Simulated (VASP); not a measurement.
Wanted: the native input for a VASP 6.6.1 run.

- Task: single point
- Functional: PBE
- Potentials or basis: VASP PAW PBE potentials, release 64 (Ge_d, Os)
- Cutoff: 520 eV
- k mesh: 8 × 8 × 8
- Occupations: gaussian, width 0.1 eV
- Spin: no spin polarisation
- Dipole correction: no
- Further INCAR settings: ALGO = Normal; EDIFF = 1e-07; NBANDS = 60

The structure of Ge3Os lies in POSCAR:

```
Ge3Os
1.0
    5.0770580529      0.0000000000      0.0000000000
    0.0000000000      5.0770580529      0.0000000000
    0.0000000000      0.0000000000      5.0770580529
Ge Os
6 2
Direct
    0.2500000000      0.0000000000      0.5000000000
    0.5000000000      0.7500000000      0.0000000000
    0.7500000000      0.0000000000      0.5000000000
    0.5000000000      0.2500000000      0.0000000000
    0.0000000000      0.5000000000      0.7500000000
    0.0000000000      0.5000000000      0.2500000000
    0.0000000000      0.0000000000      0.0000000000
    0.5000000000      0.5000000000      0.5000000000
```

One way to write it, as run:

INCAR

```
SYSTEM = Ge3Os
ALGO = Normal ; EDIFF = 1E-7
ENCUT = 520 ; GGA = PE
ISIF = 2 ; ISMEAR = 0
LASPH = .TRUE. ; LCHARG = .TRUE.
LELF = .TRUE. ; LREAL = .FALSE.
LVHAR = .TRUE. ; LWAVE = .FALSE.
NBANDS = 60 ; NELM = 100
PREC = Accurate ; SIGMA = 0.1
```

KPOINTS

```
k-points
0
G
  8 8 8
  0 0 0
```

Potentials or basis: VASP PAW PBE potentials, release 64 (Ge_d, Os).

Launch:

```sh
$ cat potpaw_PBE.64/Ge_d/POTCAR potpaw_PBE.64/Os/POTCAR > POTCAR
$ mpirun -np 1 vasp_std > vasp.out
```

Results of the run:

| Property | Result |
| --- | --- |
| Pressure | 0.1 GPa |
| Band gap on the k mesh | zero (band 50 reaches 9.43 eV, above the bottom of band 51 at 7.36 eV) |

Caveat: spin-orbit coupling is left out, which moves the levels of the heavy elements.

Wall time 3.8 min on 1 thread of Intel(R) Xeon(R) Platinum 8488C (Sapphire Rapids), with other jobs on the host, peak memory 0.36 GiB.
